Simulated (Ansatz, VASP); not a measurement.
C: VASP beside Ansatz

File INCAR:

```
SYSTEM = C
  PREC = Accurate
  ENCUT = 520
  EDIFF = 1E-6
  ISMEAR = -1
  SIGMA = 0.02
  LREAL = .False.
  LASPH = .True.
  NELM = 100
  ALGO = Normal
  ISIF = 2
  LWAVE = .False.
  LCHARG = .True.
  LELF = .True.
  LVHAR = .True.
  NBANDS = 16
```

File KPOINTS:

```
regular mesh
0
Gamma
  10 7 10
  0 0 0
```

POSCAR

```
C
1.0
   -1.7658614235      1.7658614235      0.0000000000
    0.0000000000      0.0000000000      3.5317228470
    1.7658614235      1.7658614235      0.0000000000
C
4
Direct
    0.5000000000      0.3750000000      0.2500000000
    0.0000000000      0.8750000000      0.7500000000
    0.0000000000      0.1250000000      0.2500000000
    0.5000000000      0.6250000000      0.7500000000
```

Input for Ansatz:

```yaml
crystal:
  lattice:
    - [-1.7658614235, 1.7658614235, 0.0]
    - [0.0, 0.0, 3.531722847]
    - [1.7658614235, 1.7658614235, 0.0]
  atoms:
    - { symbol: C, position: [0.5, 0.375, 0.25] }
    - { symbol: C, position: [0.0, 0.875, 0.75] }
    - { symbol: C, position: [0.0, 0.125, 0.25] }
    - { symbol: C, position: [0.5, 0.625, 0.75] }
kpoints:
  mp_grid: { grid: [10, 7, 10] }
scf:
  occupations: { method: fermi_dirac, width: 0.02 }
hamiltonian:
  xc: lda
  pseudopotentials: { kind: all_electron, lapw: { basis_error: 0.001 } }
output:
  forces: true
  stress: true
  eigenvalues: true
```

Alike in both runs: task single point; functional LDA; k mesh 10 × 7 × 10; occupations fermi-dirac, width 0.02 eV; no spin polarisation.

|  | VASP | Ansatz |
| --- | --- | --- |
| version | VASP 6.6.1 | Ansatz 0.2.0 |
| potentials or method | VASP PAW LDA potentials, release 64 (C), cutoff 520 eV | all-electron LAPW, scalar-relativistic |

```tsv
	VASP	Ansatz	Ansatz less VASP
gap on the k mesh at the Fermi level (eV)	4.17	4.18	+0.006
pressure (GPa)	1.6	0.1	-1.49
```

LDA's correlation is that of Perdew and Zunger in VASP and of Perdew and Wang (1992) in Ansatz. Ansatz ran all-electron here, and VASP with PAW potentials.
